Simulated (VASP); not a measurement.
Input of a VASP 6.6.1 run:

Contents of INCAR:

```
PREC = Accurate ; ENCUT = 520
EDIFF = 1E-7 ; ISMEAR = 0
SIGMA = 0.15 ; LREAL = F
LASPH = T ; NELM = 60
ALGO = Normal ; ISIF = 2
LWAVE = F ; LCHARG = F
GGA = PS ; NBANDS = 16
```

KPOINTS

```
Automatic mesh
0
Gamma
  16 16 16
```

POSCAR

```
ZrS
1.0
    0.0000000000      2.7771299347      2.4025403156
    2.5704598000      0.0000000000      2.4025403156
    2.5704598000      2.7771299347      0.0000000000
Zr S
1 1
Direct
    0.0000000000      0.0000000000      0.0000000000
    0.5000000000      0.5000000000      0.5000000000
```

Potentials or basis: VASP PAW PBE potentials, release 64 (Zr_sv, S).

Command:

```sh
$ cat potpaw_PBE.64/Zr_sv/POTCAR potpaw_PBE.64/S/POTCAR > POTCAR
$ mpirun -np 1 vasp_std > vasp.out
```

(1) What does it give for the band gap on the k mesh?

(2) Estimate the pressure.

Answers

(1) zero (bands 9 and 10 overlap by 2.92 eV).

(2) 7.3 GPa.

Caveat: the cell differs from its parent crystal (strain +e along x and -e along y -0.0400, strain +e along z and -e/2 along x and y -0.0700); the stress differs along the axes, from -13 to 34 GPa; the PAW data sets were made with another functional, which shifts forces and pressure a little.
